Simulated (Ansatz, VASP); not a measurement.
Given: the input of a run of Ansatz 0.2.0 on TiC.

input.yaml

```yaml
crystal:
  lattice:
    - [0.0, 2.2081947028, 2.2081947028]
    - [2.2081947028, 0.0, 2.2081947028]
    - [2.2081947028, 2.2081947028, 0.0]
  atoms:
    - { symbol: Ti, position: [0.0, 0.0, 0.0] }
    - { symbol: C, position: [0.5, 0.5, 0.5] }
hamiltonian:
  xc: r2scan
  pseudopotentials: { kind: paw }
kpoints:
  mp_grid: { grid: [11, 11, 11] }
scf:
  occupations: { method: fermi_dirac, width: 0.05 }
output:
  forces: true
  stress: true
  eigenvalues: true
```

Potentials or basis: Ansatz PAW.

Run with:

```bash
$ ansatz run input.yaml --threads 2 --pin off --max-ram 5632MiB --backend cpu --events-out ev --progress --plain --runs-dir out
```

**Question.** Translate it to VASP 6.6.1. Potentials there: VASP PAW PBE potentials, release 64 (Ti_sv, C).

**Answer.** As run (the cutoff follows the program's own potentials):

Contents of POSCAR:

```
TiC
1.0
    0.0000000000      2.2081947028      2.2081947028
    2.2081947028      0.0000000000      2.2081947028
    2.2081947028      2.2081947028      0.0000000000
Ti C
1 1
Direct
    0.0000000000      0.0000000000      0.0000000000
    0.5000000000      0.5000000000      0.5000000000
```

File INCAR.step1:

```
SYSTEM = TiC
ALGO = Normal
EDIFF = 1E-4
ENCUT = 520
GGA = PE
ISMEAR = -1
LASPH = .TRUE.
LCHARG = .FALSE.
LREAL = .FALSE.
LWAVE = .TRUE.
NBANDS = 15
NELM = 60
PREC = Accurate
SIGMA = 0.05
```

The input INCAR.step2:

```
SYSTEM = TiC
ALGO = Normal
EDIFF = 1E-6
ENCUT = 520
ISIF = 2
ISMEAR = -1
ISTART = 1
LASPH = .TRUE.
LCHARG = .FALSE.
LMIXTAU = .TRUE.
LREAL = .FALSE.
LWAVE = .FALSE.
METAGGA = R2SCAN
NBANDS = 15
NELM = 60
PREC = Accurate
SIGMA = 0.05
```

KPOINTS

```
k-points
0
G
  11 11 11
  0 0 0
```

Potentials or basis: VASP PAW PBE potentials, release 64 (Ti_sv, C).

Launch:

```bash
$ cat potpaw_PBE.64/Ti_sv/POTCAR potpaw_PBE.64/C/POTCAR > POTCAR
$ cp INCAR.step1 INCAR
$ mpirun -np 1 vasp_std > vasp.out
$ cp INCAR.step2 INCAR
$ mpirun -np 1 vasp_std > vasp.out
```

Both were run:

|  | VASP | Ansatz | Ansatz less VASP |
| --- | --- | --- | --- |
| gap on the k mesh at the Fermi level (eV) | none | none | - |
| pressure (GPa) | -13.3 | -14.1 | -0.83 |

VASP's potentials were made for PBE, not for r2SCAN. A gap of «none» marks a metal or a gap that the smearing closes. The functional is the same, so the differences come from potentials, cutoffs and numerics.
